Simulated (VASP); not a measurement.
# Zn8Au7 (a cell with a defect) in VASP: single point with PBE

Aim: the single point of Zn8Au7 (a cell with a defect) with PBE.

Program: VASP 6.6.1. These are calculated values, not measurements. Logs are shortened: lines on timing, memory, paths and dates and some standing lists are left out, and cuts for length are marked.

### 1 The cell of the first run

The cell holds a defect, 15 atoms: a = 6.265 Å, b = 6.265 Å, c = 6.265 Å, α = 90.00°, β = 90.00°, γ = 90.00°.

### 2 Single point, PBE

File INCAR:

```
  ALGO = Normal
  EDIFF = 1E-7
  ENCUT = 520
  GGA = PE
  ISIF = 2
  ISMEAR = 0
  LASPH = T
  LCHARG = T
  LELF = T
  LREAL = Auto
  LVHAR = T
  LWAVE = F
  NBANDS = 100
  NELM = 60
  PREC = Accurate
  SIGMA = 0.1
```

File KPOINTS:

```
k-points
0
Gamma
  2 2 2
```

File POSCAR:

```
Zn8Au7
1.0
    6.2646440000      0.0000000000      0.0000000000
    0.0000000000      6.2646440000      0.0000000000
    0.0000000000      0.0000000000      6.2646440000
Au Zn
7 8
Direct
    0.0012008663     -0.0005708225     -0.0350444495
   -0.0000432586      0.0004742488      0.5357092917
    0.0013833188      0.4999995211     -0.0046127122
   -0.0005738554      0.4992689130      0.5052320611
    0.4999833989     -0.0015809358     -0.0046136700
    0.5008552761      0.0000584231      0.5052489814
    0.5006768142      0.5000046292      0.2503166980
    0.2202102785      0.2191925032      0.2503615529
    0.2814231742      0.2803865631      0.7503123881
    0.2196389771      0.7802620548      0.2514122111
    0.2811656975      0.7187452312      0.7488431905
    0.7808352717      0.2190526708      0.2493029133
    0.7197574196      0.2801619693      0.7515381560
    0.7814158315      0.7804119436      0.2501684054
    0.7199558347      0.7189144347      0.7505349067
```

Potentials or basis: VASP PAW PBE potentials, release 64 (Au, Zn).

Run with:

```sh
> cat potpaw_PBE.64/Au/POTCAR potpaw_PBE.64/Zn/POTCAR > POTCAR
> mpirun -np 1 vasp_std > vasp.out
```

OUTCAR:

```text
EDIFF = 1E-7
   ENCUT = 520
   GGA = PE
   ISIF = 2
   ISMEAR = 0
   LASPH = T
   LREAL = Auto
   NELM = 60
   PREC = Accurate

 ion  position               nearest neighbor table
   1  0.001  0.999  0.965-  14 2.64  12 2.64   8 2.64  10 2.64   2 2.69   9 2.83  13 2.83  15 2.83
                            11 2.83   5 3.13   3 3.13   3 3.14   5 3.15   2 3.58
   2  1.000  0.000  0.536-  10 2.64  14 2.64   8 2.64  12 2.64   1 2.69  13 2.82   9 2.83  15 2.83
                            11 2.83   4 3.13   6 3.13   6 3.14   4 3.15   1 3.58
   3  0.001  0.500  0.995-   9 2.71  11 2.71  15 2.71  13 2.71  10 2.74   8 2.74  14 2.74  12 2.75
                             4 3.07   1 3.13   1 3.14   4 3.19   7 3.51   7 3.52
   4  0.999  0.499  0.505-  15 2.71  13 2.71  11 2.71   9 2.71  14 2.74  12 2.74  10 2.74   8 2.75
                             3 3.07   2 3.13   2 3.15   3 3.19   7 3.51   7 3.52
   5  0.500  0.998  0.995-  15 2.71  11 2.71  13 2.71   9 2.71  14 2.74  10 2.74   8 2.75  12 2.75
                             6 3.07   1 3.13   1 3.15   6 3.19   7 3.51   7 3.52
   6  0.501  0.000  0.505-  11 2.71   9 2.71  13 2.71  15 2.71   8 2.74  10 2.74  12 2.74  14 2.75
                             5 3.07   2 3.13   2 3.14   5 3.19   7 3.52   7 3.52
   7  0.501  0.500  0.250-  12 2.49  14 2.49   8 2.49  10 2.49   5 3.51   4 3.51   3 3.51   6 3.52
                             6 3.52   3 3.52   4 3.52   5 3.52
   8  0.220  0.219  0.250-   7 2.49   1 2.64   2 2.64   6 2.74   3 2.74   5 2.75   4 2.75  10 2.75
                            12 2.75
   9  0.281  0.280  0.750-   3 2.71   6 2.71   5 2.71   4 2.71  13 2.75  11 2.75   1 2.83   2 2.83

  10  0.220  0.780  0.251-   7 2.49   2 2.64   1 2.64   3 2.74   5 2.74   6 2.74   4 2.74  14 2.75
                             8 2.75
  11  0.281  0.719  0.749-   6 2.71   5 2.71   4 2.71   3 2.71   9 2.75  15 2.75   1 2.83   2 2.83
[... 5 lines left out ...]
  14  0.781  0.780  0.250-   7 2.49   1 2.64   2 2.64   4 2.74   5 2.74   3 2.74   6 2.75  10 2.75
                            12 2.75
  15  0.720  0.719  0.751-   5 2.71   4 2.71   3 2.71   6 2.71  13 2.75  11 2.75   1 2.83   2 2.83

  LATTYP: Found a simple cubic cell.
 ALAT       =     6.2646440000

  Lattice vectors:

 A1 = (   6.2646440000,   0.0000000000,   0.0000000000)
 A2 = (   0.0000000000,   6.2646440000,   0.0000000000)
 A3 = (   0.0000000000,   0.0000000000,   6.2646440000)

Analysis of symmetry for initial positions (statically):
=====================================================================
 Subroutine PRICEL returns:
 Original cell was already a primitive cell.

 Routine SETGRP: Setting up the symmetry group for a
 simple cubic supercell.

 Subroutine GETGRP returns: Found  1 space group operations
 (whereof  1 operations were pure point group operations)
 out of a pool of 48 trial point group operations.

The static configuration has the point symmetry C_1 .

Analysis of symmetry for dynamics (positions and initial velocities):
=====================================================================
 Subroutine PRICEL returns:
 Original cell was already a primitive cell.

 Routine SETGRP: Setting up the symmetry group for a
 simple cubic supercell.

 Subroutine GETGRP returns: Found  1 space group operations
 (whereof  1 operations were pure point group operations)
 out of a pool of 48 trial point group operations.

The dynamic configuration has the point symmetry C_1 .

 Subroutine INISYM returns: Found  1 space group operations
 (whereof  1 operations are pure point group operations),
 and found     1 'primitive' translations

----------------------------------------------------------------------------------------

                                     Primitive cell

  volume of cell :     245.8607

  direct lattice vectors                    reciprocal lattice vectors
     6.264644000  0.000000000  0.000000000     0.159625990  0.000000000  0.000000000
     0.000000000  6.264644000  0.000000000     0.000000000  0.159625990  0.000000000
     0.000000000  0.000000000  6.264644000     0.000000000  0.000000000  0.159625990

  length of vectors
     6.264644000  6.264644000  6.264644000     0.159625990  0.159625990  0.159625990

  position of ions in fractional coordinates (direct lattice)
     0.001200866  0.999429177  0.964955551
     0.999956741  0.000474249  0.535709292
     0.001383319  0.499999521  0.995387288
     0.999426145  0.499268913  0.505232061
     0.499983399  0.998419064  0.995386330
     0.500855276  0.000058423  0.505248981
     0.500676814  0.500004629  0.250316698
     0.220210278  0.219192503  0.250361553
     0.281423174  0.280386563  0.750312388
[... 48 lines left out ...]

 Found      8 irreducible k-points:

 Following reciprocal coordinates:
            Coordinates               Weight
  0.000000  0.000000  0.000000      1.000000
  0.500000  0.000000  0.000000      1.000000
  0.000000  0.500000  0.000000      1.000000
  0.000000  0.000000  0.500000      1.000000
  0.500000  0.500000  0.000000      1.000000
  0.000000  0.500000  0.500000      1.000000
  0.500000  0.000000  0.500000      1.000000
  0.500000  0.500000  0.500000      1.000000
   k-points           NKPTS =      8   k-points in BZ     NKDIM =      8   number of bands    NBANDS=    100
   number of dos      NEDOS =    301   number of ions     NIONS =     15
   total plane-waves  NPLWV = 110592
   dimension x,y,z NGX =    48 NGY =   48 NGZ =   48
   dimension x,y,z NGXF=    96 NGYF=   96 NGZF=   96
   ions per type =               7   8
   NGX,Y,Z   is equivalent  to a cutoff of  12.74, 12.74, 12.74 a.u.
   NGXF,Y,Z  is equivalent  to a cutoff of  25.48, 25.48, 25.48 a.u.
 SYSTEM =  unknown system
   PREC   = accura    normal or accurate (medium, high low for compatibility)
   ISTART =      0    job   : 0-new  1-cont  2-samecut
   ICHARG =      2    charge: 1-file 2-atom 10-const
   ISPIN  =      1    spin polarized calculation?
   LNONCOLLINEAR =      F non collinear calculations
   LSORBIT =      F    spin-orbit coupling
   LASPH  =      T    aspherical Exc in radial PAW
   ENCUT  =  520.0 eV  38.22 Ry    6.18 a.u.  11.65 11.65 11.65*2*pi/ulx,y,z
   NELM   =     60;   NELMIN=  2; NELMDL= -5     # of ELM steps
   EDIFF  = 0.1E-06   stopping-criterion for ELM
   LREAL  =      T    real-space projection
   EDIFFG = 0.1E-05   stopping-criterion for IOM
   NSW    =      0    number of steps for IOM
   IBRION =     -1    ionic relax: 0-MD 1-quasi-New 2-CG
   NFREE  =      0    steps in history (QN), initial steepest desc. (CG)
   ISIF   =      2    stress and relaxation
   ISYM   =      2    0-nonsym 1-usesym 2-fastsym
   POTIM  = 0.5000    time-step for ionic-motion
   TEBEG  =    0.0;   TEEND  =   0.0 temperature during run
   PSTRESS=    0.0 pullay stress
   NELECT =     173.0000    total number of electrons
   NUPDOWN=      -1.0000    fix difference up-down
   EMIN   =  10.00;   EMAX   =-10.00  energy-range for DOS
   EFERMI =   0.00;   METHOD = LEGACY
   ISMEAR =     0;   SIGMA  =   0.10  broadening in eV -4-tet -1-fermi 0-gaus
   EFERMI_NEDOS =   21; number of points for ismear=-14 and -15
   IALGO  =     38    algorithm
   IMIX   =      4    mixing-type and parameters
     AMIX     =   0.40;   BMIX     =  1.00
     AMIX_MAG =   1.60;   BMIX_MAG =  1.00
  volume/ion in A,a.u.               =      16.39       110.61
  Fermi-wavevector in a.u.,A,eV,Ry     =   1.456109  2.751646 28.847788  2.120253
  Thomas-Fermi vector in A             =   2.573065
   LORBIT       =      0    0 simple, 1 ext, 2 COOP (PROOUT), +10 PAW based schemes
   GGA     = PE    functional components
   LHFCALC =     F    Hartree Fock is set to
   AEXX    =    0.0000 exact exchange contribution
   IVDW    =     0    specifies the selected vdW correction
   LEPSILON=     F    determine dielectric tensor
   LRPA    =     F    only Hartree local field effects (RPA)
 non-spin polarized calculation
 Gauss-broadening in eV      SIGMA  =   0.10
  energy-cutoff  :      520.00
  volume of cell :      245.86
 maximum number of plane-waves:      6704
 NGX is ok and might be reduce to    48
   NGX = 23   NGY = 23   NGZ = 23

 number of electron     172.9999850 magnetization

 Free energy of the ion-electron system (eV)
  ---------------------------------------------------
  ext. energy  EPLUGINS =         0.00000000
  ---------------------------------------------------
  free energy    TOTEN  =       -33.91318949 eV

  energy without entropy =      -33.88523522  energy(sigma->0) =      -33.89921235

 E-fermi :   6.6196     XC(G=0): -11.9677

 val. band max:        6.6019084929   @ k =   0.0000   0.5000   0.0000
 cond. band min:       6.6365759622   @ k =   0.0000   0.5000   0.0000
 fundamental gap:      0.0346674692
 Fermi energy:         6.6196190740

 k-point     1 :       0.0000    0.0000    0.0000
  band No.  band energies     occupation
      1      -4.1352      2.00000
      2      -2.2365      2.00000
      3      -1.9705      2.00000
      4      -1.9518      2.00000
      5      -1.9516      2.00000
      6      -1.9394      2.00000
[... 797 lines left out ...]
     97       9.6444      0.00000
     98       9.6449      0.00000
 [bands above 98 left out]

------------------------ aborting loop because EDIFF is reached ----------------------------------------

  FORCE on cell =-STRESS in cart. coord.  units (eV):
  Direction    XX          YY          ZZ          XY          YZ          ZX
  --------------------------------------------------------------------------------------
  -------------------------------------------------------------------------------------
  Total        5.5013896      5.5005024      9.2399843     -0.0002071      0.0244778     -0.0284735
  in kB       35.8503828     35.8446011     60.2133270     -0.0013498      0.1595119     -0.1855507
  external PRESSURE =      43.9694370 kB  Pullay stress =       0.0000000 kB

 VOLUME and BASIS-vectors are now :
 -----------------------------------------------------------------------------
  energy-cutoff  :      520.00
  volume of cell :      245.86
      direct lattice vectors                 reciprocal lattice vectors
     6.264644000  0.000000000  0.000000000     0.159625990  0.000000000  0.000000000
     0.000000000  6.264644000  0.000000000     0.000000000  0.159625990  0.000000000
     0.000000000  0.000000000  6.264644000     0.000000000  0.000000000  0.159625990

 POSITION                                       TOTAL-FORCE (eV/Angst)
 -----------------------------------------------------------------------------------
      0.00752      6.26107      6.04510        -0.000485     -0.000220     -0.041094
      6.26437      0.00297      3.35603        -0.000165     -0.000731      0.036924
      0.00867      3.13232      6.23575        -0.001372     -0.001397     -0.005361
      6.26105      3.12774      3.16510         0.002689     -0.001526      0.005338
      3.13222      6.25474      6.23574         0.000574      0.003240     -0.005345
      3.13768      0.00037      3.16520         0.000563      0.000332      0.005240
      3.13656      3.13235      1.56815        -0.001781      0.002452      0.001456
      1.37954      1.37316      1.56843        -0.008415     -0.007362      0.001185
      1.76302      1.75652      4.70044        -0.003519     -0.002117     -0.000912
      1.37596      4.88806      1.57501        -0.005454      0.006152     -0.000326
      1.76140      4.50268      4.69124        -0.003215      0.002378      0.000790
      4.89165      1.37229      1.56179         0.010839     -0.010128     -0.000559
      4.50902      1.75512      4.70812         0.001444     -0.002395      0.001818
      4.89529      4.88900      1.56722         0.006274      0.008677      0.001299
      4.51027      4.50374      4.70183         0.002023      0.002646     -0.000454
 -----------------------------------------------------------------------------------
    total drift:                                0.003736     -0.000779      0.003053

  FREE ENERGIE OF THE ION-ELECTRON SYSTEM (eV)
  ---------------------------------------------------
  free  energy   TOTEN  =       -33.9131894865 eV

  energy  without entropy=      -33.8852352189  energy(sigma->0) =      -33.89921235
```

Wall time 7.3 min (1 thread of Oxide Virtual Turin-like, shared host); peak memory 0.36 GiB.

Results:

- Free energy: -33.9132 eV
- Pressure: 4.4 GPa
- Largest force: 0.041 eV/Å
- Band gap on the k mesh: zero (an odd number of electrons rules out a gap without spin polarisation)

Forces on the atoms (eV/Å):
```
Au   0.000  0.000 -0.041
Au   0.000 -0.001  0.037
Au  -0.001 -0.001 -0.005
Au   0.003 -0.002  0.005
Au   0.001  0.003 -0.005
Au   0.001  0.000  0.005
Au  -0.002  0.002  0.001
Zn  -0.008 -0.007  0.001
Zn  -0.004 -0.002 -0.001
Zn  -0.005  0.006  0.000
Zn  -0.003  0.002  0.001
Zn   0.011 -0.010 -0.001
Zn   0.001 -0.002  0.002
Zn   0.006  0.009  0.001
Zn   0.002  0.003  0.000
```

Stress tensor (GPa, compression positive):
```
 3.59  0.00 -0.02
 0.00  3.58  0.02
-0.02  0.02  6.02
```

Caveat: the k points lie up to 0.50 Å⁻¹ apart, too coarse for converged energies and pressures of a metal; spin-orbit coupling is left out, which moves the levels of the heavy elements.

The gap in the log of VASP goes by the Fermi energy; the results here count the filled bands.